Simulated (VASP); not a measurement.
# Si8N (P6/mmm) in VASP: notebook, part 2 of 2

VASP 6.6.1. The steps go on from the part before.

**4. Single point, PBE**

This run uses another cell than the first one, of 18.02 Å³/atom.

Contents of INCAR:

```
PREC = Accurate
ENCUT = 520
EDIFF = 1E-6
ISMEAR = 0
SIGMA = 0.1
LREAL = False
LASPH = True
NELM = 100
ALGO = Normal
ISIF = 2
LWAVE = False
LCHARG = True
GGA = PE
LELF = True
LVHAR = True
NBANDS = 28
```

Contents of KPOINTS:

```
Automatic mesh
0
Gamma
  6 6 4
```

Contents of POSCAR:

```
Si8N
1.0
    7.9261672706      0.0000000057      0.0000000000
   -3.9630836402      6.8642622081      0.0000000000
    0.0000000000      0.0000000000      2.9807355841
Si N
8 1
Direct
    0.8349819069      0.1650180931      0.0000000000
    0.8349819069      0.6699638138      0.0000000000
    0.3300361862      0.1650180931      0.0000000000
    0.1650180931      0.8349819069      0.0000000000
    0.1650180931      0.3300361862      0.0000000000
    0.6699638138      0.8349819069      0.0000000000
    0.3333333333      0.6666666667      0.0000000000
    0.6666666667      0.3333333333      0.0000000000
    0.0000000000      0.0000000000      0.5000000000
```

Potentials or basis: VASP PAW PBE potentials, release 64 (Si, N).

Started as:

```console
$ cat potpaw_PBE.64/Si/POTCAR potpaw_PBE.64/N/POTCAR > POTCAR
$ mpirun -np 1 vasp_std > vasp.out
```

OUTCAR:

```text
PREC = Accurate
   ENCUT = 520
   EDIFF = 1E-6
   ISMEAR = 0
   LREAL = False
   LASPH = True
   NELM = 100
   ISIF = 2
   GGA = PE

 ion  position               nearest neighbor table
   1  0.835  0.165  0.000-   6 2.27   5 2.27   8 2.31
   2  0.835  0.670  0.000-   6 2.27   4 2.27   8 2.31
   3  0.330  0.165  0.000-   4 2.27   5 2.27   8 2.31
   4  0.165  0.835  0.000-   3 2.27   2 2.27   7 2.31
   5  0.165  0.330  0.000-   3 2.27   1 2.27   7 2.31
   6  0.670  0.835  0.000-   1 2.27   2 2.27   7 2.31
   7  0.333  0.667  0.000-   4 2.31   5 2.31   6 2.31
   8  0.667  0.333  0.000-   1 2.31   2 2.31   3 2.31
   9  0.000  0.000  0.500-

  LATTYP: Found a hexagonal cell.
 ALAT       =     7.9261672706
 C/A-ratio  =     0.3760626646

  Lattice vectors:

 A1 = (   7.9261672706,   0.0000000057,   0.0000000000)
 A2 = (  -3.9630836402,   6.8642622081,   0.0000000000)
 A3 = (   0.0000000000,   0.0000000000,   2.9807355841)

Analysis of symmetry for initial positions (statically):
=====================================================================
 Subroutine PRICEL returns:
 Original cell was already a primitive cell.

 Routine SETGRP: Setting up the symmetry group for a
 hexagonal supercell.

 Subroutine GETGRP returns: Found 24 space group operations
 (whereof 24 operations were pure point group operations)
 out of a pool of 24 trial point group operations.

The static configuration has the point symmetry D_6h.

Analysis of symmetry for dynamics (positions and initial velocities):
=====================================================================
 Subroutine PRICEL returns:
[... 138 lines left out ...]
     AMIX     =   0.40;   BMIX     =  1.00
     AMIX_MAG =   1.60;   BMIX_MAG =  1.00
  volume/ion in A,a.u.               =      18.02       121.60
  Fermi-wavevector in a.u.,A,eV,Ry     =   1.000342  1.890373 13.615137  1.000684
  Thomas-Fermi vector in A             =   2.132692
   LORBIT       =      0    0 simple, 1 ext, 2 COOP (PROOUT), +10 PAW based schemes
   GGA     = PE    functional components
   LHFCALC =     F    Hartree Fock is set to
   AEXX    =    0.0000 exact exchange contribution
   IVDW    =     0    specifies the selected vdW correction
   LEPSILON=     F    determine dielectric tensor
   LRPA    =     F    only Hartree local field effects (RPA)
 non-spin polarized calculation
 Gauss-broadening in eV      SIGMA  =   0.10
  energy-cutoff  :      520.00
  volume of cell :      162.17
 maximum number of plane-waves:      4398
 NGX is ok and might be reduce to    60
   NGX = 29   NGY = 29   NGZ = 11

 number of electron      37.0000000 magnetization

 Free energy of the ion-electron system (eV)
  ---------------------------------------------------
  ext. energy  EPLUGINS =         0.00000000
  ---------------------------------------------------
  free energy    TOTEN  =       -44.16025745 eV

  energy without entropy =      -44.14618031  energy(sigma->0) =      -44.15321888

 E-fermi :   6.2668     XC(G=0):  -9.7843

 val. band max:        6.2308063288   @ k =   0.1667  -0.0000   0.0000
 cond. band min:       6.2774265185   @ k =   0.3333   0.1667   0.5000
 fundamental gap:      0.0466201896
 Fermi energy:         6.2668166704

 k-point     1 :       0.0000    0.0000    0.0000
  band No.  band energies     occupation
      1      -7.9901      2.00000
      2      -4.9687      2.00000
      3      -4.1863      2.00000
      4      -4.1863      2.00000
      5      -3.7036      2.00000
      6      -2.1762      2.00000
[... 640 lines left out ...]
     27      10.2401      0.00000
     28      10.3936      0.00000

------------------------ aborting loop because EDIFF is reached ----------------------------------------

  FORCE on cell =-STRESS in cart. coord.  units (eV):
  Direction    XX          YY          ZZ          XY          YZ          ZX
  --------------------------------------------------------------------------------------
  -------------------------------------------------------------------------------------
  Total       -0.0913832     -0.0913832     -0.1032816     -0.0000000      0.0000000      0.0000000
  in kB       -0.9028103     -0.9028103     -1.0203587     -0.0000000      0.0000000      0.0000000
  external PRESSURE =      -0.9419931 kB  Pullay stress =       0.0000000 kB

 VOLUME and BASIS-vectors are now :
 -----------------------------------------------------------------------------
  energy-cutoff  :      520.00
  volume of cell :      162.17
      direct lattice vectors                 reciprocal lattice vectors
     7.926167271  0.000000006  0.000000000     0.126164383  0.072841040  0.000000000
    -3.963083640  6.864262208  0.000000000    -0.000000000  0.145682081  0.000000000
     0.000000000  0.000000000  2.980735584     0.000000000  0.000000000  0.335487658

 POSITION                                       TOTAL-FORCE (eV/Angst)
 -----------------------------------------------------------------------------------
      5.96423      1.13273      0.00000         0.010120     -0.005843     -0.000000
      3.96308      4.59881      0.00000        -0.000000      0.011685      0.000000
      1.96194      1.13273      0.00000        -0.010120     -0.005843     -0.000000
     -2.00114      5.73153      0.00000        -0.010120      0.005843      0.000000
     -0.00000      2.26545      0.00000         0.000000     -0.011685     -0.000000
      2.00114      5.73153      0.00000         0.010120      0.005843      0.000000
     -0.00000      4.57617      0.00000         0.000000     -0.000000      0.000000
      3.96308      2.28809      0.00000         0.000000      0.000000      0.000000
      0.00000      0.00000      1.49037         0.000000      0.000000      0.000000
 -----------------------------------------------------------------------------------
    total drift:                                0.000000     -0.000000     -0.000000

  FREE ENERGIE OF THE ION-ELECTRON SYSTEM (eV)
  ---------------------------------------------------
  free  energy   TOTEN  =       -44.1602574466 eV

  energy  without entropy=      -44.1461803133  energy(sigma->0) =      -44.15321888
```

Run time: 2.9 min. Hardware: 1 thread of Intel Xeon 8259CL, shared host; peak memory 0.31 GiB.

What came out:

```
Free energy            : -44.1603 eV
Pressure               : -0.1 GPa
Largest force          : 0.012 eV/Å
Band gap on the k mesh : zero (an odd number of electrons rules out a gap without spin polarisation)
```

Forces on the atoms (eV/Å):
```
Si   0.010 -0.006  0.000
Si   0.000  0.012  0.000
Si  -0.010 -0.006  0.000
Si  -0.010  0.006  0.000
Si   0.000 -0.012  0.000
Si   0.010  0.006  0.000
Si   0.000  0.000  0.000
Si   0.000  0.000  0.000
N    0.000  0.000  0.000
```

Caveat: the k points lie up to 0.53 Å⁻¹ apart, too coarse for converged energies and pressures of a metal.
